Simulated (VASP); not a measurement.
## Na: relaxation of cell and atoms with PBEsol

Na:

```xyz
4
Lattice="3.7004 0.0000 0.0000 -1.8502 3.2046 0.0000 0.0000 0.0000 12.5373" Properties=species:S:1:pos:R:3 pbc="T T T"
Na    1.8502    1.0682    9.4030
Na    0.0000    0.0000    6.2687
Na    0.0000    2.1364    3.1343
Na    0.0000    0.0000    0.0000
```

| Quantity | Value |
| --- | --- |
| Program | VASP 6.6.1 |
| Task | relaxation of cell and atoms |
| Functional | PBEsol |
| Potentials or basis | VASP PAW PBE potentials, release 64 (Na_pv) |
| Cutoff | 600 eV |
| k mesh | 8 × 8 × 3 |
| Occupations | fermi-dirac, width 0.05 eV |
| Spin | no spin polarisation |
| Target pressure | 30 GPa |
| Dipole correction | no |
| Further INCAR settings | ALGO = Normal; EDIFF = 1e-06; IBRION = 2; EDIFFG = -0.01; NSW = 60; ISIF = 3 |

```json
{
  "Relaxed volume": "15.99 Å³/atom",
  "Relaxed cell": "a = 2.850 Å, b = 2.850 Å, c = 9.096 Å, α = 90.00°, β = 90.00°, γ = 120.00°",
  "Space group after relaxing (to 0.05 Å)": "P6_3/mmc (No. 194)",
  "Energy change on relaxing (the enthalpy is what falls)": "+971.7 meV/atom",
  "Ionic steps": "9",
  "Pressure after relaxing": "30.0 GPa",
  "Band gap on the k mesh": "zero (band 14 reaches 5.77 eV, above the bottom of band 15 at 0.62 eV)"
}
```

Stress tensor (GPa, compression positive):
```
30.02  0.00  0.00
 0.00 30.02  0.00
 0.00  0.00 30.09
```

The path:
```csv
step,energy change (eV),largest force (eV/Å),pressure (GPa),volume (Å³)
1,0.0000,0.0000,-0.15,148.67
2,11.0434,0.0000,95.32,43.24
3,3.6042,0.0000,27.73,65.67
4,3.8336,0.0000,29.51,64.38
5,4.0679,0.0000,31.35,63.14
6,3.8379,0.0000,29.61,64.30
7,3.7572,0.0000,28.98,64.72
8,3.8279,0.0000,29.55,64.30
9,3.8869,0.0000,30.04,63.98
```

Final structure:
```cif
data_structure
_symmetry_space_group_name_H-M 'P 1'
_symmetry_Int_Tables_number 1
_cell_length_a 2.8498
_cell_length_b 2.8498
_cell_length_c 9.0964
_cell_angle_alpha 90.000
_cell_angle_beta 90.000
_cell_angle_gamma 120.000
_cell_volume 63.98
loop_
_atom_site_label
_atom_site_type_symbol
_atom_site_fract_x
_atom_site_fract_y
_atom_site_fract_z
_atom_site_occupancy
Na1 Na 0.66667 0.33333 0.75000 1
Na2 Na 0.00000 0.00000 0.50000 1
Na3 Na 0.33333 0.66667 0.25000 1
Na4 Na 0.00000 0.00000 0.00000 1
```

Levels at points of the mesh, in eV from the Fermi level:
```tsv
k point	band 11	band 12	band 13	band 14	band 15	band 16	band 17	band 18
(0.00, 0.00, 0.00)	-24.96	-24.95	-5.64	-3.70	-3.70	0.94	1.98	9.08
(0.50, 0.00, 0.00)	-25.02	-25.01	0.20	0.48	1.54	2.02	2.21	2.48
```

Wall time 6.6 min on 1 thread of Oxide Virtual Turin-like Processor (shared host), peak memory 0.27 GiB.

Caveat: the cell is relaxed towards a set pressure, so the enthalpy falls and the energy may rise; the volume moved by over 15 % at a fixed basis, so the end points are rough; the PAW data sets were made with another functional, which shifts forces and pressure a little.
